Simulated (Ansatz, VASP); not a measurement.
Two plane-wave programs on TiO2

```
CELL_PARAMETERS angstrom
-3.77794 0.00000 0.00000
0.00000 -3.77794 0.00000
0.00000 0.00000 9.83280
ATOMIC_POSITIONS crystal
Ti 0.00000 0.00000 0.85275
Ti 0.50000 0.50000 0.36547
Ti 0.50000 0.00000 0.60911
Ti 0.00000 0.50000 0.12182
O 0.50000 0.50000 0.56750
O 0.00000 0.00000 0.08021
O 0.50000 0.00000 0.81114
O 0.00000 0.50000 0.32386
O 0.50000 0.00000 0.40708
O 0.00000 0.50000 0.89436
O 0.00000 0.00000 0.65072
O 0.50000 0.50000 0.16343
```

Alike in both runs: task single point; functional r2SCAN; k mesh 6 × 6 × 3; occupations gaussian, width 0.05 eV; no spin polarisation.

```csv
,VASP,Ansatz
version,VASP 6.6.1,Ansatz 0.2.0
potentials or method,"VASP PAW PBE potentials, release 64 (Ti_sv, O), cutoff 520 eV","scalar-relativistic, plane waves, PAW"
valence electrons in the cell,96,96
```

Ansatz gave:

```
gap on the k mesh at the Fermi level (eV)                     : 2.34
least direct gap on the mesh (eV)                             : 2.52
pressure (GPa)                                                : -4.5
traceless stress, the component that is largest in VASP (GPa) : 4.52
rms of the force components (eV/Å)                            : 0.304
```

Task: What did VASP give for the same quantities?

Result: gap on the k mesh at the Fermi level (eV): 2.36; least direct gap on the mesh (eV): 2.54; pressure (GPa): -3.3; traceless stress, the component that is largest in VASP (GPa): 4.63; rms of the force components (eV/Å): 0.315.

VASP's potentials were made for PBE, not for r2SCAN. Atom by atom the forces differ by 0.023 eV/Å (rms over components).
